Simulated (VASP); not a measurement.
A run of VASP 6.6.1:

Contents of INCAR:

```
ALGO     = Normal         # electronic algorithm
EDIFF    = 1E-6           # SCF threshold, eV
ENCUT    = 520            # plane-wave cutoff, eV
GGA      = PE             # functional
ISIF     = 2              # what is computed and relaxed
ISMEAR   = -1             # smearing method
ISPIN    = 2              # spin polarisation
LASPH    = T              # aspherical terms in the spheres
LCHARG   = T              # write CHGCAR
LELF     = T              # ELF
LMAXMIX  = 4              # l up to which the mixer works
LORBIT   = 11             # projections on sites
LREAL    = F              # projectors in reciprocal space
LVHAR    = T            
LWAVE    = F              # write WAVECAR
MAGMOM   = 1 0            # initial moments
NBANDS   = 19             # bands
NELM     = 150            # most SCF steps
PREC     = Accurate       # precision mode
SIGMA    = 0.05           # smearing width, eV
```

File KPOINTS:

```
k-points
0
Gamma
  11 11 11
```

Contents of POSCAR:

```
NiO
1.0
    0.0000000000      2.1084587823      2.1084587823
    2.1084587823      0.0000000000      2.1084587823
    2.1084587823      2.1084587823      0.0000000000
Ni O
1 1
Direct
    0.0000000000      0.0000000000      0.0000000000
    0.5000000000      0.5000000000      0.5000000000
```

Potentials or basis: VASP PAW PBE potentials, release 64 (Ni, O).

Run with:

```console
$ cat potpaw_PBE.64/Ni/POTCAR potpaw_PBE.64/O/POTCAR > POTCAR
$ mpirun -np 1 vasp_std > vasp.out
```

Hardware: 1 thread of Intel(R) Xeon(R) Platinum 8259CL CPU @ 2.50GHz (Skylake/Cascade Lake), on a shared host.

Question: How long does it take, and how much memory?

Answer: It took 32 s on 1 thread of Intel(R) Xeon(R) Platinum 8259CL CPU @ 2.50GHz (Skylake/Cascade Lake) (shared host), peak memory 0.17 GiB. Counts: scf iterations 17, k points 56.
